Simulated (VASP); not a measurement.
# Sn (P6_3/mmc) in VASP: further runs

The runs below take Sn through single point, with PBEsol.

Everything below comes from runs of VASP 6.6.1. Logs are shortened: lines on timing, memory, paths and dates and some standing lists are left out, and cuts for length are marked.

### 1 The cell of the first run

Symmetry: P6_3/mmc, No. 194, hexagonal system. Conventional cell: a = 3.179 Å, b = 3.179 Å, c = 5.100 Å, α = 90.00°, β = 90.00°, γ = 120.00°. Sn (site symmetry -6m2) has 12 Sn at 3.14 to 3.18 Å within 4.1 Å.

### 2 Single point, PBEsol (volume scaled by 0.85)

INCAR reads:

```
PREC = Accurate
ENCUT = 520
EDIFF = 1E-7
ISMEAR = -1
SIGMA = 0.1
LREAL = F
LASPH = T
NELM = 80
ALGO = Normal
ISIF = 2
LWAVE = F
LCHARG = T
GGA = PS
LELF = T
LVHAR = T
NBANDS = 21
```

KPOINTS reads:

```
Automatic mesh
0
Gamma
  13 13 7
```

POSCAR reads:

```
Sn
1.0
    3.1789731934      0.0000000000      0.0000000000
   -1.5894865967      2.7530715435      0.0000000000
    0.0000000000      0.0000000000      5.1000416387
Sn
2
Direct
    0.3333333333      0.6666666667      0.2500000000
    0.6666666667      0.3333333333      0.7500000000
```

Potentials or basis: VASP PAW PBE potentials, release 64 (Sn_d).

Started as:

```console
$ cat potpaw_PBE.64/Sn_d/POTCAR > POTCAR
$ mpirun -np 1 vasp_std > vasp.out
```

OUTCAR:

```text
PREC = Accurate
   ENCUT = 520
   EDIFF = 1E-7
   ISMEAR = -1
   LREAL = F
   LASPH = T
   NELM = 80
   ISIF = 2
   GGA = PS

 ion  position               nearest neighbor table
   1  0.333  0.667  0.250-   2 3.14   2 3.14   2 3.14   2 3.14   2 3.14   2 3.14
   2  0.667  0.333  0.750-   1 3.14   1 3.14   1 3.14   1 3.14   1 3.14   1 3.14

  LATTYP: Found a hexagonal cell.
 ALAT       =     3.1789731934
 C/A-ratio  =     1.6043047011

  Lattice vectors:

 A1 = (   3.1789731934,   0.0000000000,   0.0000000000)
 A2 = (  -1.5894865967,   2.7530715435,   0.0000000000)
 A3 = (   0.0000000000,   0.0000000000,   5.1000416387)

Analysis of symmetry for initial positions (statically):
=====================================================================
 Subroutine PRICEL returns:
 Original cell was already a primitive cell.

 Routine SETGRP: Setting up the symmetry group for a
 hexagonal supercell.

 Subroutine GETGRP returns: Found 24 space group operations
 (whereof 12 operations were pure point group operations)
 out of a pool of 24 trial point group operations.

The static configuration has the point symmetry D_3d.
 The point group associated with its full space group is D_6h.

Analysis of symmetry for dynamics (positions and initial velocities):
=====================================================================
 Subroutine PRICEL returns:
 Original cell was already a primitive cell.

 Routine SETGRP: Setting up the symmetry group for a
 hexagonal supercell.

 Subroutine GETGRP returns: Found 24 space group operations
 (whereof 12 operations were pure point group operations)
 out of a pool of 24 trial point group operations.

The dynamic configuration has the point symmetry D_3d.
 The point group associated with its full space group is D_6h.

 Subroutine INISYM returns: Found 24 space group operations
 (whereof 12 operations are pure point group operations),
 and found     1 'primitive' translations

----------------------------------------------------------------------------------------

                                     Primitive cell

  volume of cell :      44.6353

  direct lattice vectors                    reciprocal lattice vectors
     3.178973193  0.000000000  0.000000000     0.314566981  0.181615331  0.000000000
    -1.589486597  2.753071543  0.000000000     0.000000000  0.363230662  0.000000000
     0.000000000  0.000000000  5.100041639     0.000000000  0.000000000  0.196076831

  length of vectors
     3.178973193  3.178973193  5.100041639     0.363230662  0.363230662  0.196076831

  position of ions in fractional coordinates (direct lattice)
     0.333333333  0.666666667  0.250000000
     0.666666667  0.333333333  0.750000000

  ion indices of the primitive-cell ions
   primitive index   ion index
                 1           1
                 2           2

----------------------------------------------------------------------------------------

 KPOINTS: Automatic mesh

Automatic generation of k-mesh.
 Grid dimensions read from file:
 generate k-points for:   13   13    7

 Generating k-lattice:

  Cartesian coordinates                     Fractional coordinates (reciprocal lattice)
     0.024197460  0.013970410  0.000000000     0.076923077  0.000000000  0.000000000
     0.000000000  0.027940820  0.000000000     0.000000000  0.076923077  0.000000000
     0.000000000  0.000000000  0.028010976     0.000000000  0.000000000  0.142857143

  Length of vectors
     0.027940820  0.027940820  0.028010976

  Shift w.r.t. Gamma in fractional coordinates (k-lattice)
     0.000000000  0.000000000  0.000000000

 Subroutine IBZKPT returns following result:
 ===========================================

 Found     84 irreducible k-points:

 Following reciprocal coordinates:
            Coordinates               Weight
  0.000000  0.000000  0.000000      1.000000
  0.076923  0.000000  0.000000      6.000000
  0.153846 -0.000000  0.000000      6.000000
  0.230769 -0.000000  0.000000      6.000000
  0.307692 -0.000000  0.000000      6.000000
  0.384615  0.000000  0.000000      6.000000
[... 16 lines left out ...]
  0.076923  0.000000  0.142857     12.000000
  0.153846 -0.000000  0.142857     12.000000
 [... further k-points ...]
   k-points           NKPTS =     84   k-points in BZ     NKDIM =     84   number of bands    NBANDS=     21
   number of dos      NEDOS =    301   number of ions     NIONS =      2
   total plane-waves  NPLWV =  23040
   dimension x,y,z NGX =    24 NGY =   24 NGZ =   40
   dimension x,y,z NGXF=    48 NGYF=   48 NGZF=   80
   ions per type =               2
   NGX,Y,Z   is equivalent  to a cutoff of  12.55, 12.55, 13.04 a.u.
   NGXF,Y,Z  is equivalent  to a cutoff of  25.10, 25.10, 26.08 a.u.
 SYSTEM =  unknown system
   PREC   = accura    normal or accurate (medium, high low for compatibility)
   ISTART =      0    job   : 0-new  1-cont  2-samecut
   ICHARG =      2    charge: 1-file 2-atom 10-const
   ISPIN  =      1    spin polarized calculation?
   LNONCOLLINEAR =      F non collinear calculations
   LSORBIT =      F    spin-orbit coupling
   LASPH  =      T    aspherical Exc in radial PAW
   ENCUT  =  520.0 eV  38.22 Ry    6.18 a.u.   5.91  5.91  9.48*2*pi/ulx,y,z
   NELM   =     80;   NELMIN=  2; NELMDL= -5     # of ELM steps
   EDIFF  = 0.1E-06   stopping-criterion for ELM
   LREAL  =      F    real-space projection
   EDIFFG = 0.1E-05   stopping-criterion for IOM
   NSW    =      0    number of steps for IOM
   IBRION =     -1    ionic relax: 0-MD 1-quasi-New 2-CG
   NFREE  =      0    steps in history (QN), initial steepest desc. (CG)
   ISIF   =      2    stress and relaxation
   ISYM   =      2    0-nonsym 1-usesym 2-fastsym
   POTIM  = 0.5000    time-step for ionic-motion
   TEBEG  =    0.0;   TEEND  =   0.0 temperature during run
   PSTRESS=    0.0 pullay stress
   NELECT =      28.0000    total number of electrons
   NUPDOWN=      -1.0000    fix difference up-down
   EMIN   =  10.00;   EMAX   =-10.00  energy-range for DOS
   EFERMI =   0.00;   METHOD = LEGACY
   ISMEAR =    -1;   SIGMA  =   0.10  broadening in eV -4-tet -1-fermi 0-gaus
   EFERMI_NEDOS =   21; number of points for ismear=-14 and -15
   IALGO  =     38    algorithm
   IMIX   =      4    mixing-type and parameters
     AMIX     =   0.40;   BMIX     =  1.00
     AMIX_MAG =   1.60;   BMIX_MAG =  1.00
  volume/ion in A,a.u.               =      22.32       150.61
  Fermi-wavevector in a.u.,A,eV,Ry     =   1.401419  2.648299 26.721523  1.963977
  Thomas-Fermi vector in A             =   2.524283
   LORBIT       =      0    0 simple, 1 ext, 2 COOP (PROOUT), +10 PAW based schemes
   GGA     = PS    functional components
   LHFCALC =     F    Hartree Fock is set to
   AEXX    =    0.0000 exact exchange contribution
   IVDW    =     0    specifies the selected vdW correction
   LEPSILON=     F    determine dielectric tensor
   LRPA    =     F    only Hartree local field effects (RPA)
 non-spin polarized calculation
  energy-cutoff  :      520.00
  volume of cell :       44.64
 maximum number of plane-waves:      1218
 NGX is ok and might be reduce to    24
   NGX = 11   NGY = 11   NGZ = 19

 number of electron      28.0000003 magnetization

 Free energy of the ion-electron system (eV)
  ---------------------------------------------------
  ext. energy  EPLUGINS =         0.00000000
  ---------------------------------------------------
  free energy    TOTEN  =        -8.21070900 eV

  energy without entropy =       -8.17632646  energy(sigma->0) =       -8.19351773

 E-fermi :  10.6165     XC(G=0): -11.4640

 val. band max:       10.5762312542   @ k =   0.3846   0.1538   0.0000
 cond. band min:      10.6664640042   @ k =   0.3077   0.3077   0.0000
 fundamental gap:      0.0902327500
 Fermi energy:        10.6164856203

 k-point     1 :       0.0000    0.0000    0.0000
  band No.  band energies     occupation
      1     -11.0482      2.00000
      2     -11.0135      2.00000
      3     -10.9958      2.00000
      4     -10.9958      2.00000
      5     -10.9722      2.00000
      6     -10.9722      2.00000
[... 13 lines left out ...]
     20      20.8372      0.00000
     21      23.5966      0.00000

 k-point     2 :       0.0769    0.0000    0.0000
  band No.  band energies     occupation
      1     -11.0463      2.00000
      2     -11.0208      2.00000
      3     -10.9822      2.00000
      4     -10.9819      2.00000
      5     -10.9683      2.00000
      6     -10.9588      2.00000
[... 13 lines left out ...]
     20      21.4707      0.00000
     21      22.6464      0.00000

 k-point     3 :       0.1538   -0.0000    0.0000
  band No.  band energies     occupation
      1     -11.0643      2.00000
      2     -11.0099      2.00000
      3     -10.9724      2.00000
      4     -10.9641      2.00000
      5     -10.9589      2.00000
      6     -10.9433      2.00000
[... 13 lines left out ...]
     20      21.9092      0.00000
     21      22.4339      0.00000

 k-point     4 :       0.2308   -0.0000    0.0000
  band No.  band energies     occupation
      1     -11.0969      2.00000
      2     -10.9971      2.00000
      3     -10.9939      2.00000
      4     -10.9786      2.00000
      5     -10.9590      2.00000
      6     -10.8887      2.00000
[... 13 lines left out ...]
     20      21.3252      0.00000
     21      22.8298      0.00000

 k-point     5 :       0.3077   -0.0000    0.0000
  band No.  band energies     occupation
      1     -11.1299      2.00000
      2     -11.0288      2.00000
      3     -11.0029      2.00000
      4     -10.9981      2.00000
      5     -10.9284      2.00000
      6     -10.8518      2.00000
[... 13 lines left out ...]
     20      20.6171      0.00000
     21      22.7283      0.00000
[... 382 lines left out ...]
     20      25.1259      0.00000
     21      25.3797      0.00000

 k-point    22 :       0.0000    0.0000    0.1429
  band No.  band energies     occupation
      1     -11.0455      2.00000
      2     -11.0140      2.00000
      3     -11.0070      2.00000
      4     -11.0070      2.00000
      5     -10.9779      2.00000
      6     -10.9779      2.00000
[... 13 lines left out ...]
     20      20.8356      0.00000
     21      23.3515      0.00000

 k-point    23 :       0.0769    0.0000    0.1429
  band No.  band energies     occupation
      1     -11.0448      2.00000
      2     -11.0194      2.00000
      3     -10.9991      2.00000
      4     -10.9957      2.00000
      5     -10.9741      2.00000
      6     -10.9645      2.00000
[... 13 lines left out ...]
     20      21.3300      0.00000
     21      22.8797      0.00000

 k-point    24 :       0.1538   -0.0000    0.1429
  band No.  band energies     occupation
      1     -11.0629      2.00000
      2     -11.0099      2.00000
      3     -10.9957      2.00000
      4     -10.9737      2.00000
      5     -10.9628      2.00000
      6     -10.9271      2.00000
[... 13 lines left out ...]
     20      21.4044      0.00000
     21      21.8040      0.00000

 [... further k-points ...]

------------------------ aborting loop because EDIFF is reached ----------------------------------------

  FORCE on cell =-STRESS in cart. coord.  units (eV):
  Direction    XX          YY          ZZ          XY          YZ          ZX
  --------------------------------------------------------------------------------------
  -------------------------------------------------------------------------------------
  Total        3.6698851      3.6698851      3.6676204      0.0000000      0.0000000      0.0000000
  in kB      131.7300811    131.7300811    131.6487933      0.0000000      0.0000000      0.0000000
  external PRESSURE =     131.7029852 kB  Pullay stress =       0.0000000 kB

 VOLUME and BASIS-vectors are now :
 -----------------------------------------------------------------------------
  energy-cutoff  :      520.00
  volume of cell :       44.64
      direct lattice vectors                 reciprocal lattice vectors
     3.178973193  0.000000000  0.000000000     0.314566981  0.181615331  0.000000000
    -1.589486597  2.753071543  0.000000000     0.000000000  0.363230662  0.000000000
     0.000000000  0.000000000  5.100041639     0.000000000  0.000000000  0.196076831

 POSITION                                       TOTAL-FORCE (eV/Angst)
 -----------------------------------------------------------------------------------
     -0.00000      1.83538      1.27501        -0.000000      0.000000      0.000000
      1.58949      0.91769      3.82503         0.000000     -0.000000      0.000000
 -----------------------------------------------------------------------------------
    total drift:                               -0.000000      0.000000      0.000000

  FREE ENERGIE OF THE ION-ELECTRON SYSTEM (eV)
  ---------------------------------------------------
  free  energy   TOTEN  =        -8.2107089972 eV

  energy  without entropy=       -8.1763264627  energy(sigma->0) =       -8.19351773
```

It took 2.1 min on 1 thread of AMD EPYC 7R13, shared host; peak memory 0.17 GiB.

Results:

```yaml
Free_energy: -8.2107 eV
Pressure: 13.2 GPa
Band_gap_on_the_k_mesh: zero (band 14 reaches 17.35 eV, above the bottom of band 15 at 8.00 eV)
```

Levels at points of the mesh, in eV from the Fermi level:
| k point | band 10 | band 11 | band 12 | band 13 | band 14 | band 15 | band 16 | band 17 | band 18 | band 19 |
| --- | --- | --- | --- | --- | --- | --- | --- | --- | --- | --- |
| (0.00, 0.00, 0.00) | -21.37 | -12.77 | -6.95 | -5.74 | 6.63 | 6.63 | 8.79 | 8.79 | 9.95 | 10.02 |

Caveat: the PAW data sets were made with another functional, which shifts forces and pressure a little; spin-orbit coupling is left out, which moves the levels of the heavy elements.

[end of part 1 of 3]
